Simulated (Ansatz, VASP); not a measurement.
## Al in VASP and in Ansatz

```
Al
1.0
     2.84446    0.00000    0.00000
    -1.42223    2.46338    0.00000
     0.00000    0.00000    9.33926
Al
4
Cartesian
  0.0000 0.0000 0.0000
  0.0000 1.6423 2.3348
  0.0000 0.0000 4.6696
  1.4222 0.8211 7.0044
```

Alike in both runs: task single point; functional PBE; dispersion D3(BJ); k mesh 18 × 18 × 6; occupations gaussian, width 0.15 eV; no spin polarisation.

|  | VASP | Ansatz |
| --- | --- | --- |
| version | VASP 6.6.1 | Ansatz 0.2.0 |
| potentials or method | VASP PAW PBE potentials, release 64 (Al), cutoff 520 eV | scalar-relativistic, plane waves, PAW |
| valence electrons in the cell | 12 | 12 |

Ansatz gave:

```
gap on the k mesh at the Fermi level (eV)                     : none
pressure (GPa)                                                : -2.5
traceless stress, the component that is largest in VASP (GPa) : 0.09
```

Estimate VASP's values.

gap on the k mesh at the Fermi level (eV): none; pressure (GPa): -2.6; traceless stress, the component that is largest in VASP (GPa): 0.09.

A gap of «none» marks a metal or a gap that the smearing closes.
